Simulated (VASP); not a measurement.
# AgCl in VASP: a series of runs

The runs below take AgCl through single point, with PBE.

Program: VASP 6.6.1. These are calculated values, not measurements. Logs are shortened: lines on timing, memory, paths and dates and some standing lists are left out, and cuts for length are marked.

## Step 1: The cell of the first run

The typed cell holds 2 atoms: a = 4.001 Å, b = 4.001 Å, c = 4.001 Å, α = 60.00°, β = 60.00°, γ = 60.00°.

## Step 2: Single point, PBE

Input file INCAR:

```
PREC     = Accurate       # precision mode
ENCUT    = 500            # plane-wave cutoff, eV
EDIFF    = 1E-6           # SCF threshold, eV
ISMEAR   = 0              # smearing method
SIGMA    = 0.01           # smearing width, eV
LREAL    = F              # projectors in reciprocal space
LASPH    = T              # aspherical terms in the spheres
NELM     = 120            # most SCF steps
ALGO     = Normal         # electronic algorithm
ISIF     = 2              # what is computed and relaxed
LWAVE    = F              # write WAVECAR
LCHARG   = F              # write CHGCAR
GGA      = PE             # functional
NBANDS   = 16             # bands
GGA_COMPAT= F
```

Input file KPOINTS:

```
Automatic mesh
0
Gamma
  1 1 1
  0.5 0.5 0.5
```

Input file POSCAR:

```
AgCl
1.0
    0.0000000000      2.8294255800      2.8294255800
    2.8294255800      0.0000000000      2.8294255800
    2.8294255800      2.8294255800      0.0000000000
Ag Cl
1 1
Direct
    0.0000000000      0.0000000000      0.0000000000
    0.5250000000      0.5000000000      0.4850000000
```

Potentials or basis: VASP PAW PBE potentials, release 64 (Ag, Cl).

Started as:

```
$ cat potpaw_PBE.64/Ag/POTCAR potpaw_PBE.64/Cl/POTCAR > POTCAR
$ mpirun -np 1 vasp_std > vasp.out
```

OUTCAR:

```text
PREC = Accurate
   ENCUT = 500
   EDIFF = 1E-6
   ISMEAR = 0
   LREAL = F
   LASPH = T
   NELM = 120
   ISIF = 2
   GGA = PE

 ion  position               nearest neighbor table
   1  0.000  0.000  0.000-   2 2.76   2 2.79   2 2.80   2 2.86   2 2.87   2 2.90
   2  0.525  0.500  0.485-   1 2.76   1 2.79   1 2.80   1 2.86   1 2.87   1 2.90

  LATTYP: Found a face centered cubic cell.
 ALAT       =     5.6588511600

  Lattice vectors:

 A1 = (   0.0000000000,   2.8294255800,   2.8294255800)
 A2 = (   2.8294255800,   0.0000000000,   2.8294255800)
 A3 = (   2.8294255800,   2.8294255800,   0.0000000000)

Analysis of symmetry for initial positions (statically):
=====================================================================
 Subroutine PRICEL returns:
 Original cell was already a primitive cell.

 Routine SETGRP: Setting up the symmetry group for a
 face centered cubic supercell.

 Subroutine GETGRP returns: Found  1 space group operations
 (whereof  1 operations were pure point group operations)
 out of a pool of 48 trial point group operations.

The static configuration has the point symmetry C_1 .

Analysis of symmetry for dynamics (positions and initial velocities):
=====================================================================
 Subroutine PRICEL returns:
 Original cell was already a primitive cell.

 Routine SETGRP: Setting up the symmetry group for a
 face centered cubic supercell.

 Subroutine GETGRP returns: Found  1 space group operations
 (whereof  1 operations were pure point group operations)
 out of a pool of 48 trial point group operations.

The dynamic configuration has the point symmetry C_1 .

 Subroutine INISYM returns: Found  1 space group operations
 (whereof  1 operations are pure point group operations),
 and found     1 'primitive' translations

----------------------------------------------------------------------------------------

                                     Primitive cell

  volume of cell :      45.3028

  direct lattice vectors                    reciprocal lattice vectors
     0.000000000  2.829425580  2.829425580    -0.176714314  0.176714314  0.176714314
     2.829425580  0.000000000  2.829425580     0.176714314 -0.176714314  0.176714314
     2.829425580  2.829425580  0.000000000     0.176714314  0.176714314 -0.176714314

  length of vectors
     4.001412029  4.001412029  4.001412029     0.306078170  0.306078170  0.306078170

  position of ions in fractional coordinates (direct lattice)
     0.000000000  0.000000000  0.000000000
     0.525000000  0.500000000  0.485000000

  ion indices of the primitive-cell ions
   primitive index   ion index
                 1           1
                 2           2

----------------------------------------------------------------------------------------

 KPOINTS: Automatic mesh

Automatic generation of k-mesh.
 Grid dimensions read from file:
 generate k-points for:    1    1    1

 Generating k-lattice:

  Cartesian coordinates                     Fractional coordinates (reciprocal lattice)
    -0.176714314  0.176714314  0.176714314     1.000000000  0.000000000  0.000000000
     0.176714314 -0.176714314  0.176714314     0.000000000  1.000000000  0.000000000
     0.176714314  0.176714314 -0.176714314     0.000000000  0.000000000  1.000000000

  Length of vectors
     0.306078170  0.306078170  0.306078170

  Shift w.r.t. Gamma in fractional coordinates (k-lattice)
     0.500000000  0.500000000  0.500000000

 Subroutine IBZKPT returns following result:
 ===========================================

 Found      4 irreducible k-points:

 Following reciprocal coordinates:
            Coordinates               Weight
  0.500000  0.500000  0.500000      1.000000
  0.500000  0.000000  0.000000      1.000000
  0.000000  0.000000  0.500000      1.000000
  0.000000  0.500000  0.000000      1.000000
   k-points           NKPTS =      4   k-points in BZ     NKDIM =      4   number of bands    NBANDS=     16
   number of dos      NEDOS =    301   number of ions     NIONS =      2
   total plane-waves  NPLWV =  27000
   dimension x,y,z NGX =    30 NGY =   30 NGZ =   30
   dimension x,y,z NGXF=    60 NGYF=   60 NGZF=   60
   ions per type =               1   1
   NGX,Y,Z   is equivalent  to a cutoff of  12.46, 12.46, 12.46 a.u.
   NGXF,Y,Z  is equivalent  to a cutoff of  24.93, 24.93, 24.93 a.u.
 SYSTEM =  unknown system
   PREC   = accura    normal or accurate (medium, high low for compatibility)
   ISTART =      0    job   : 0-new  1-cont  2-samecut
   ICHARG =      2    charge: 1-file 2-atom 10-const
   ISPIN  =      1    spin polarized calculation?
   LNONCOLLINEAR =      F non collinear calculations
   LSORBIT =      F    spin-orbit coupling
   LASPH  =      T    aspherical Exc in radial PAW
   ENCUT  =  500.0 eV  36.75 Ry    6.06 a.u.   7.30  7.30  7.30*2*pi/ulx,y,z
   NELM   =    120;   NELMIN=  2; NELMDL= -5     # of ELM steps
   EDIFF  = 0.1E-05   stopping-criterion for ELM
   LREAL  =      F    real-space projection
[... 7 lines left out ...]
   TEBEG  =    0.0;   TEEND  =   0.0 temperature during run
   PSTRESS=    0.0 pullay stress
   NELECT =      18.0000    total number of electrons
   NUPDOWN=      -1.0000    fix difference up-down
   EMIN   =  10.00;   EMAX   =-10.00  energy-range for DOS
   EFERMI =   0.00;   METHOD = LEGACY
   ISMEAR =     0;   SIGMA  =   0.01  broadening in eV -4-tet -1-fermi 0-gaus
   EFERMI_NEDOS =   21; number of points for ismear=-14 and -15
   IALGO  =     38    algorithm
   IMIX   =      4    mixing-type and parameters
     AMIX     =   0.40;   BMIX     =  1.00
     AMIX_MAG =   1.60;   BMIX_MAG =  1.00
  volume/ion in A,a.u.               =      22.65       152.86
  Fermi-wavevector in a.u.,A,eV,Ry     =   1.203531  2.274344 19.707870  1.448488
  Thomas-Fermi vector in A             =   2.339282
   LORBIT       =      0    0 simple, 1 ext, 2 COOP (PROOUT), +10 PAW based schemes
   GGA     = PE    functional components
   LHFCALC =     F    Hartree Fock is set to
   AEXX    =    0.0000 exact exchange contribution
   IVDW    =     0    specifies the selected vdW correction
   LEPSILON=     F    determine dielectric tensor
   LRPA    =     F    only Hartree local field effects (RPA)
 non-spin polarized calculation
 Gauss-broadening in eV      SIGMA  =   0.01
  energy-cutoff  :      500.00
  volume of cell :       45.30
 maximum number of plane-waves:      1158
 NGX is ok and might be reduce to    30
   NGX = 15   NGY = 15   NGZ = 15

 number of electron      17.9999994 magnetization

 Free energy of the ion-electron system (eV)
  ---------------------------------------------------
  ext. energy  EPLUGINS =         0.00000000
  ---------------------------------------------------
  free energy    TOTEN  =        -3.65722303 eV

  energy without entropy =       -3.65722303  energy(sigma->0) =       -3.65722303

 E-fermi :   3.6956     XC(G=0):  -9.4793

 val. band max:        3.6303596373   @ k =   0.5000   0.0000   0.0000
 cond. band min:       7.6489754523   @ k =   0.5000   0.0000   0.0000
 fundamental gap:      4.0186158151
 Fermi energy:         3.6955605295

 k-point     1 :       0.5000    0.5000    0.5000
  band No.  band energies     occupation
      1     -10.9543      2.00000
      2      -1.4197      2.00000
      3      -0.2954      2.00000
      4      -0.2820      2.00000
      5       1.7883      2.00000
      6       1.7896      2.00000
      7       2.0468      2.00000
      8       3.6042      2.00000
      9       3.6192      2.00000
     10       7.6622      0.00000
     11       9.5765      0.00000
     12      11.0278      0.00000
     13      11.0401      0.00000
     14      16.6673      0.00000
     15      16.9882      0.00000
     16      17.0100      0.00000

 k-point     2 :       0.5000    0.0000    0.0000
  band No.  band energies     occupation
      1     -10.9544      2.00000
      2      -1.4159      2.00000
      3      -0.3038      2.00000
      4      -0.2939      2.00000
      5       1.7898      2.00000
      6       1.7900      2.00000
      7       2.0512      2.00000
      8       3.6241      2.00000
      9       3.6304      2.00000
     10       7.6490      0.00000
     11       9.5764      0.00000
     12      11.0164      0.00000
     13      11.0235      0.00000
     14      16.6756      0.00000
     15      16.9963      0.00000
     16      17.0078      0.00000

 k-point     3 :       0.0000    0.0000    0.5000
  band No.  band energies     occupation
      1     -10.9543      2.00000
      2      -1.4188      2.00000
      3      -0.2997      2.00000
      4      -0.2826      2.00000
      5       1.7886      2.00000
      6       1.7898      2.00000
      7       2.0478      2.00000
      8       3.6071      2.00000
      9       3.6237      2.00000
     10       7.6591      0.00000
     11       9.5765      0.00000
     12      11.0266      0.00000
     13      11.0346      0.00000
     14      16.6693      0.00000
     15      16.9870      0.00000
     16      17.0125      0.00000

 k-point     4 :       0.0000    0.5000    0.0000
  band No.  band energies     occupation
      1     -10.9543      2.00000
      2      -1.4204      2.00000
      3      -0.2894      2.00000
      4      -0.2842      2.00000
      5       1.7880      2.00000
      6       1.7896      2.00000
      7       2.0460      2.00000
      8       3.6028      2.00000
      9       3.6147      2.00000
     10       7.6647      0.00000
     11       9.5766      0.00000
     12      11.0287      0.00000
     13      11.0444      0.00000
     14      16.6658      0.00000
     15      16.9910      0.00000
     16      17.0062      0.00000

------------------------ aborting loop because EDIFF is reached ----------------------------------------

  FORCE on cell =-STRESS in cart. coord.  units (eV):
  Direction    XX          YY          ZZ          XY          YZ          ZX
  --------------------------------------------------------------------------------------
  -------------------------------------------------------------------------------------
  Total        4.7043088      4.6845099      4.7679425     -0.0061974      0.0103476     -0.0154904
  in kB      166.3725152    165.6723087    168.6229844     -0.2191782      0.3659526     -0.5478338
  external PRESSURE =     166.8892694 kB  Pullay stress =       0.0000000 kB

 VOLUME and BASIS-vectors are now :
 -----------------------------------------------------------------------------
  energy-cutoff  :      500.00
  volume of cell :       45.30
      direct lattice vectors                 reciprocal lattice vectors
     0.000000000  2.829425580  2.829425580    -0.176714314  0.176714314  0.176714314
     2.829425580  0.000000000  2.829425580     0.176714314 -0.176714314  0.176714314
     2.829425580  2.829425580  0.000000000     0.176714314  0.176714314 -0.176714314

 POSITION                                       TOTAL-FORCE (eV/Angst)
 -----------------------------------------------------------------------------------
      0.00000      0.00000      0.00000         0.262787     -0.175396     -0.436278
      2.78698      2.85772      2.90016        -0.262787      0.175396      0.436278
 -----------------------------------------------------------------------------------
    total drift:                                0.000007     -0.000007     -0.000092

  FREE ENERGIE OF THE ION-ELECTRON SYSTEM (eV)
  ---------------------------------------------------
  free  energy   TOTEN  =        -3.6572230341 eV

  energy  without entropy=       -3.6572230341  energy(sigma->0) =       -3.65722303
```

Wall time 4.5 s (1 thread of AMD EPYC 7R43 (Zen 3), shared host); peak memory 0.13 GiB.

Results:

```yaml
Free_energy: -3.6572 eV
Pressure: 16.7 GPa
Largest_force: 0.539 eV/Å
Band_gap_on_the_k_mesh: 4.02 eV
```

Forces on the atoms (eV/Å):
```
Ag   0.263 -0.175 -0.436
Cl  -0.263  0.175  0.436
```

Stress tensor (GPa, compression positive):
```
16.64 -0.02 -0.05
-0.02 16.57  0.04
-0.05  0.04 16.86
```

Caveat: the k points lie up to 1.92 Å⁻¹ apart; an empty level that is flat over the whole mesh can mark a ghost state of the potentials, or a narrow d or f band; a shifted mesh leaves out Γ, where band edges can lie.

## Step 3: Single point, PBE

This run uses another cell than the first one, of 20.09 Å³/atom.

Input file INCAR:

```
SYSTEM = AgCl
PREC     = Accurate       ! precision mode
ENCUT    = 500            ! plane-wave cutoff, eV
EDIFF    = 1E-6           ! SCF threshold, eV
ISMEAR   = 0              ! smearing method
SIGMA    = 0.01           ! smearing width, eV
LREAL    = .False.        ! projectors in reciprocal space
LASPH    = .True.         ! aspherical terms in the spheres
NELM     = 120            ! most SCF steps
ALGO     = Normal         ! electronic algorithm
ISIF     = 2              ! what is computed and relaxed
LWAVE    = .False.        ! write WAVECAR
LCHARG   = .False.        ! write CHGCAR
GGA      = PE             ! functional
NBANDS   = 16             ! bands
GGA_COMPAT= .False.
```

KPOINTS is that of step 2.

Input file POSCAR:

```
AgCl
1.0
    0.0000000000      2.7183514500      2.7183514500
    2.7183514500      0.0000000000      2.7183514500
    2.7183514500      2.7183514500      0.0000000000
Ag Cl
1 1
Direct
    0.0000000000      0.0000000000      0.0000000000
    0.5250000000      0.5000000000      0.4850000000
```

Potentials or basis: VASP PAW PBE potentials, release 64 (Ag, Cl).

Started as:

```
$ cat potpaw_PBE.64/Ag/POTCAR potpaw_PBE.64/Cl/POTCAR > POTCAR
$ mpirun -np 1 vasp_std > vasp.out
```

OUTCAR:

```text
SYSTEM = AgCl
   PREC = Accurate
   ENCUT = 500
   EDIFF = 1E-6
   ISMEAR = 0
   LREAL = .False.
   LASPH = .True.
   NELM = 120
   ISIF = 2
   GGA = PE

 ion  position               nearest neighbor table
   1  0.000  0.000  0.000-   2 2.65   2 2.68   2 2.69   2 2.75   2 2.76   2 2.79
   2  0.525  0.500  0.485-   1 2.65   1 2.68   1 2.69   1 2.75   1 2.76   1 2.79

  LATTYP: Found a face centered cubic cell.
 ALAT       =     5.4367029000

  Lattice vectors:

 A1 = (   0.0000000000,   2.7183514500,   2.7183514500)
 A2 = (   2.7183514500,   0.0000000000,   2.7183514500)
[... 240 lines left out ...]

  FORCE on cell =-STRESS in cart. coord.  units (eV):
  Direction    XX          YY          ZZ          XY          YZ          ZX
  --------------------------------------------------------------------------------------
  -------------------------------------------------------------------------------------
  Total        7.7278844      7.6986705      7.8219280     -0.0095727      0.0160094     -0.0240377
  in kB      308.1941484    307.0290767    311.9446823     -0.3817659      0.6384693     -0.9586421
  external PRESSURE =     309.0559691 kB  Pullay stress =       0.0000000 kB

 VOLUME and BASIS-vectors are now :
 -----------------------------------------------------------------------------
  energy-cutoff  :      500.00
  volume of cell :       40.17
      direct lattice vectors                 reciprocal lattice vectors
     0.000000000  2.718351450  2.718351450    -0.183935010  0.183935010  0.183935010
     2.718351450  0.000000000  2.718351450     0.183935010 -0.183935010  0.183935010
     2.718351450  2.718351450  0.000000000     0.183935010  0.183935010 -0.183935010

 POSITION                                       TOTAL-FORCE (eV/Angst)
 -----------------------------------------------------------------------------------
      0.00000      0.00000      0.00000         0.392381     -0.261759     -0.652368
      2.67758      2.74553      2.78631        -0.392381      0.261759      0.652368
 -----------------------------------------------------------------------------------
    total drift:                                0.000025     -0.000080      0.000038

  FREE ENERGIE OF THE ION-ELECTRON SYSTEM (eV)
  ---------------------------------------------------
  free  energy   TOTEN  =        -2.9146453385 eV

  energy  without entropy=       -2.9146453385  energy(sigma->0) =       -2.91464534
```

Run time: 3.9 s. Hardware: 1 thread of AMD EPYC 7R43 (Zen 3), shared host; peak memory 0.11 GiB.

Results:

```yaml
Free_energy: -2.9146 eV
Pressure: 30.9 GPa
Largest_force: 0.805 eV/Å
Band_gap_on_the_k_mesh: 3.59 eV
```

Forces on the atoms (eV/Å):
```
Ag   0.392 -0.262 -0.652
Cl  -0.392  0.262  0.652
```

Levels at points of the mesh, in eV from the valence-band top:
```tsv
k point	band 7	band 8	band 9	band 10	band 11	band 12
(0.50, 0.50, 0.50)	-1.89	-0.03	-0.01	3.61	6.53	7.08
(0.50, 0.00, 0.00)	-1.89	-0.01	0.00	3.59	6.53	7.07
(0.00, 0.00, 0.50)	-1.89	-0.03	-0.01	3.60	6.53	7.08
(0.00, 0.50, 0.00)	-1.89	-0.04	-0.02	3.61	6.53	7.08
```

Caveat: the k points lie up to 2.00 Å⁻¹ apart; an empty level that is flat over the whole mesh can mark a ghost state of the potentials, or a narrow d or f band; a shifted mesh leaves out Γ, where band edges can lie.

## Step 4: Single point, PBE

This run uses another cell than the first one, of 20.09 Å³/atom.

Input file INCAR:

```
SYSTEM = AgCl
PREC = Accurate
ENCUT = 500
EDIFF = 1E-6
ISMEAR = 0
SIGMA = 0.01
LREAL = .FALSE.
LASPH = .TRUE.
NELM = 120
ALGO = Normal
ISIF = 2
LWAVE = .FALSE.
LCHARG = .FALSE.
GGA = PE
NBANDS = 16
GGA_COMPAT = .FALSE.
```

Input file KPOINTS:

```
Automatic mesh
0
G
  2 2 2
  0 0 0
```

POSCAR, as its differences from that of step 3:

```diff
@@ -9,2 +9,2 @@
     0.0000000000      0.0000000000      0.0000000000
-    0.5250000000      0.5000000000      0.4850000000
+    0.5000000000      0.5000000000      0.5000000000
```

Started as:

```
$ cat potpaw_PBE.64/Ag/POTCAR potpaw_PBE.64/Cl/POTCAR > POTCAR
$ mpirun -np 1 vasp_std > vasp.out
```

Run time: 3.6 s. Hardware: 1 thread of AMD EPYC 7R43 (Zen 3), shared host; peak memory 0.12 GiB.

It converged, with:

```yaml
Free_energy: -4.5305 eV
Pressure: 11.9 GPa
Band_gap_on_the_k_mesh: 0.80 eV (least direct gap 3.28 eV)
```

Levels at points of the mesh, in eV from the valence-band top:
| k point | band 7 | band 8 | band 9 | band 10 | band 11 | band 12 |
| --- | --- | --- | --- | --- | --- | --- |
| (0.00, 0.00, 0.00) | -2.47 | -2.47 | -2.47 | 0.80 | 10.74 | 10.74 |
| (0.50, 0.00, 0.00) | -2.06 | 0.00 | 0.00 | 3.96 | 6.84 | 7.42 |
| (0.50, 0.50, 0.00) | -2.30 | -2.30 | -2.14 | 2.11 | 7.83 | 8.83 |

Caveat: the k points lie up to 1.00 Å⁻¹ apart.

(Continued in part 2 of 2.)
